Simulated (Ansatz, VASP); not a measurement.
# InP: VASP beside Ansatz

INCAR

```
SYSTEM = InP
PREC = Accurate ; ENCUT = 520
EDIFF = 1E-6 ; ISMEAR = 0
SIGMA = 0.05 ; LREAL = .False.
LASPH = .True. ; NELM = 60
ALGO = Normal ; ISIF = 2
LWAVE = .False. ; LCHARG = .False.
GGA = PE ; NBANDS = 16
```

File KPOINTS:

```
regular mesh
0
Gamma
  10 10 10
  0 0 0
```

POSCAR

```
InP
1.0
    0.0000000000      2.9706488247      2.8518228717
    2.9706488247      0.0000000000      2.8518228717
    2.9706488247      2.9706488247      0.0000000000
In P
1 1
Direct
    0.0000000000      0.0000000000      0.0000000000
    0.7500000000      0.7500000000      0.7500000000
```

Input for Ansatz:

```yaml
crystal:
  lattice:
    - [0.0, 2.9706488247, 2.8518228717]
    - [2.9706488247, 0.0, 2.8518228717]
    - [2.9706488247, 2.9706488247, 0.0]
  atoms:
    - { symbol: In, position: [0.0, 0.0, 0.0] }
    - { symbol: P, position: [0.75, 0.75, 0.75] }
basis:
  ecutwfc: 420
kpoints:
  mp_grid: { grid: [10, 10, 10] }
hamiltonian:
  xc: pbe
scf:
  occupations: { method: gaussian, width: 0.05 }
output:
  forces: true
  stress: true
  eigenvalues: true
```

Alike in both runs: task single point; functional PBE; k mesh 10 × 10 × 10; occupations gaussian, width 0.05 eV; no spin polarisation.

```csv
,VASP,Ansatz
version,VASP 6.6.1,Ansatz 0.2.0
potentials or method,"VASP PAW PBE potentials, release 64 (In_d, P), cutoff 520 eV","scalar-relativistic, plane waves, PAW"
valence electrons in the cell,18,18
```

|  | VASP | Ansatz | Ansatz less VASP |
| --- | --- | --- | --- |
| gap on the k mesh at the Fermi level (eV) | 0.59 | 0.59 | +0.003 |
| least direct gap on the mesh (eV) | 0.59 | 0.59 | +0.003 |
| pressure (GPa) | 3.2 | 3.3 | +0.06 |
| traceless stress, the component that is largest in VASP (GPa) | 0.99 | 0.99 | -0.002 |

With one functional, cell and mesh, what is left measures potentials, basis and numerics.
